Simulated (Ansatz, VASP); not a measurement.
## Bi: VASP beside Ansatz

```
Bi
1.0
     0.00000    2.54000    2.54000
     2.54000    0.00000    2.54000
     2.54000    2.54000    0.00000
Bi
1
Direct
  0.00000 0.00000 0.00000
```

Alike in both runs: task single point; functional RPBE; k mesh 12 × 12 × 12; occupations fermi-dirac, width 0.1 eV; no spin polarisation.

|  | VASP | Ansatz |
| --- | --- | --- |
| version | VASP 6.6.1 | Ansatz 0.2.0 |
| potentials or method | VASP PAW PBE potentials, release 64 (Bi_d), cutoff 520 eV | plane waves (420 eV) with PAW, scalar-relativistic |
| valence electrons in the cell | 15 | 15 |

```csv
,VASP,Ansatz,Ansatz less VASP
pressure (GPa),-0.3,-0.2,+0.07
```

VASP's potentials were made for PBE, not for RPBE.

Spin-orbit coupling is off throughout.
